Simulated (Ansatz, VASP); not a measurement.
One calculation of PtSe2, two programs

File INCAR:

```
PREC     = Accurate       # precision mode
ENCUT    = 520            # plane-wave cutoff, eV
EDIFF    = 1E-6           # SCF threshold, eV
ISMEAR   = 0              # smearing method
SIGMA    = 0.05           # smearing width, eV
LREAL    = False          # projectors in reciprocal space
LASPH    = True           # aspherical terms in the spheres
NELM     = 60             # most SCF steps
ALGO     = Normal         # electronic algorithm
ISIF     = 2              # what is computed and relaxed
LWAVE    = False          # write WAVECAR
LCHARG   = False          # write CHGCAR
GGA      = PE             # functional
NBANDS   = 18             # bands
```

File KPOINTS:

```
regular mesh
0
Gamma
  12 12 4
```

The input POSCAR:

```
PtSe2
1.0
    3.7516620337      0.0000000000      0.0000000000
   -1.8758310169      3.2490346276      0.0000000000
    0.0000000000      0.0000000000      6.8695396719
Pt Se
1 2
Direct
    0.0000000000      0.0000000000      0.0000000000
    0.3333333333      0.6666666667      0.2001869949
    0.6666666667      0.3333333333      0.7998130051
```

Input for Ansatz:

```yaml
crystal:
  lattice:
    - [3.7516620337, 0.0, 0.0]
    - [-1.8758310169, 3.2490346276, 0.0]
    - [0.0, 0.0, 6.8695396719]
  atoms:
    - { symbol: Pt, position: [0.0, 0.0, 0.0] }
    - { symbol: Se, position: [0.3333333333, 0.6666666667, 0.2001869949] }
    - { symbol: Se, position: [0.6666666667, 0.3333333333, 0.7998130051] }
basis:
  ecutwfc: 420
kpoints:
  mp_grid: { grid: [12, 12, 4] }
hamiltonian:
  xc: pbe
scf:
  occupations: { method: gaussian, width: 0.05 }
output:
  forces: true
  stress: true
  eigenvalues: true
```

Change from the starting cell: strain +0.0525 x Voigt [0, 0, 1, 0, 0, 0], atoms carried along.

Alike in both runs: task single point; functional PBE; k mesh 12 × 12 × 4; occupations gaussian, width 0.05 eV; no spin polarisation.

|  | VASP | Ansatz |
| --- | --- | --- |
| version | VASP 6.6.1 | Ansatz 0.2.0 |
| potentials or method | VASP PAW PBE potentials, release 64 (Pt, Se), cutoff 520 eV | scalar-relativistic, plane waves, PAW |
| valence electrons in the cell | 22 | 50 |

Ansatz gave:

* gap on the k mesh at the Fermi level (eV): 1.05
* least direct gap on the mesh (eV): 1.19
* pressure (GPa): -3.2
* traceless stress, the component that is largest in VASP (GPa): -0.68
* rms of the force components (eV/Å): 0.339

Problem. What did VASP give for the same quantities?

Solution. gap on the k mesh at the Fermi level (eV): 1.04; least direct gap on the mesh (eV): 1.19; pressure (GPa): -3.2; traceless stress, the component that is largest in VASP (GPa): -0.67; rms of the force components (eV/Å): 0.341.

Atom by atom the forces differ by 0.002 eV/Å (rms over components). The functional is the same, so the differences come from potentials, cutoffs and numerics. VASP's potentials hold 22 valence electrons a cell and Ansatz's 50, so a difference there can come from the potentials and not from the codes.

Spin-orbit coupling is off throughout.
